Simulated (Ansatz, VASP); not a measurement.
## Two plane-wave programs on Ge

```
Ge
1.0
     3.83697    0.00000    0.00000
    -1.91848    3.32291    0.00000
     0.00000    0.00000    6.15047
Ge
4
Direct
  0.00000 0.00000 0.07119
  0.00000 0.00000 0.57119
  0.33333 0.66667 0.82111
  0.66667 0.33333 0.32111
```

Alike in both runs: task relaxation of cell and atoms; functional PBEsol; k mesh 12 × 12 × 8; occupations gaussian, width 0.1 eV; no spin polarisation.

|  | VASP | Ansatz |
| --- | --- | --- |
| version | VASP 6.6.1 | Ansatz 0.2.0 |
| potentials or method | VASP PAW PBE potentials, release 64 (Ge_d), cutoff 600 eV | scalar-relativistic, plane waves, PAW |
| valence electrons in the cell | 56 | 56 |

VASP gave:

- gap on the k mesh at the Fermi level, each at its own relaxed structure (eV): none
- relaxed volume (Å³/atom): 19.52
- relaxed cell length with the largest relative difference (Å): 3.799

Estimate Ansatz's values.

gap on the k mesh at the Fermi level, each at its own relaxed structure (eV): none; relaxed volume (Å³/atom): 19.51; relaxed cell length with the largest relative difference (Å): 3.797.

VASP's potentials were made for PBE, not for PBEsol. A gap of «none» marks a metal or a gap that the smearing closes.
